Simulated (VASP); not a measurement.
A run of VASP 6.6.1:

Contents of INCAR:

```
PREC = Accurate
ENCUT = 520
EDIFF = 1E-6
ISMEAR = -1
SIGMA = 0.05
LREAL = False
LASPH = True
NELM = 150
ALGO = Normal
ISIF = 2
LWAVE = False
LCHARG = False
ISPIN = 2
MAGMOM = 3
LORBIT = 11
LMAXMIX = 4
GGA = PS
NBANDS = 16
```

File KPOINTS:

```
regular mesh
0
Gamma
  12 12 12
```

The input POSCAR:

```
Cr
1.0
   -1.4541462833      1.4541462833      1.4541462833
    1.4541462833     -1.4541462833      1.4541462833
    1.4541462833      1.4541462833     -1.4541462833
Cr
1
Direct
    0.0000000000      0.0000000000      0.0000000000
```

Potentials or basis: VASP PAW PBE potentials, release 64 (Cr_pv).

Run with:

```console
$ cat potpaw_PBE.64/Cr_pv/POTCAR > POTCAR
$ mpirun -np 1 vasp_std > vasp.out
```

Hardware: 1 thread of Intel(R) Xeon(R) Platinum 8259CL CPU @ 2.50GHz (Skylake/Cascade Lake) (shared host).

How long does it take, and how much memory?

Wall time 20 s on 1 thread of Intel(R) Xeon(R) Platinum 8259CL CPU @ 2.50GHz (Skylake/Cascade Lake), with other jobs on the host, peak memory 0.14 GiB. Counts: scf iterations 12, k points 72.
